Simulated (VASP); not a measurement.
The system is AlN (rocksalt type).

```
Al N
1.0
     0.00000    2.23228    2.23228
     2.23228    0.00000    2.23228
     2.23228    2.23228    0.00000
Al N
1 1
Cartesian
  0.0000 0.0000 0.0000
  2.2323 2.2323 2.2323
```

- Program: VASP 6.6.1
- Task: relaxation of cell and atoms
- Functional: PBE
- Potentials or basis: VASP PAW PBE potentials, release 64 (Al, N)
- Cutoff: 600 eV
- k mesh: 14 × 14 × 14
- Occupations: fermi-dirac, width 0.03 eV
- Spin: no spin polarisation

At the start: pressure -39.7 GPa; volume 11.12 Å³/atom.

**Question.** How do energy, volume and symmetry change on relaxing?

**Answer.** Over 6 steps the energy falls by 426.5 meV/atom and the volume is 8.42 Å³/atom (-24.3 %); space group Fm-3m (No. 225, to 0.05 Å).

Step by step:
| step | energy change (eV) | largest force (eV/Å) | pressure (GPa) | volume (Å³) |
| --- | --- | --- | --- | --- |
| 1 | 0.0000 | 0.0000 | -39.67 | 22.25 |
| 2 | -0.5265 | 0.0000 | 50.80 | 14.51 |
| 3 | -0.8528 | 0.0000 | -0.82 | 16.89 |
| 4 | -0.8529 | 0.0000 | 0.64 | 16.79 |
| 5 | -0.8529 | 0.0000 | -0.51 | 16.87 |
| 6 | -0.8530 | 0.0000 | 0.00 | 16.84 |

Final structure:
```
Al N
1.0
     0.00000    2.03422    2.03422
     2.03422    0.00000    2.03422
     2.03422    2.03422    0.00000
Al N
1 1
Direct
  0.00000 0.00000 0.00000
  0.50000 0.50000 0.50000
```

Caveat: the volume moved by over 15 % at a fixed basis, so the end points are rough.
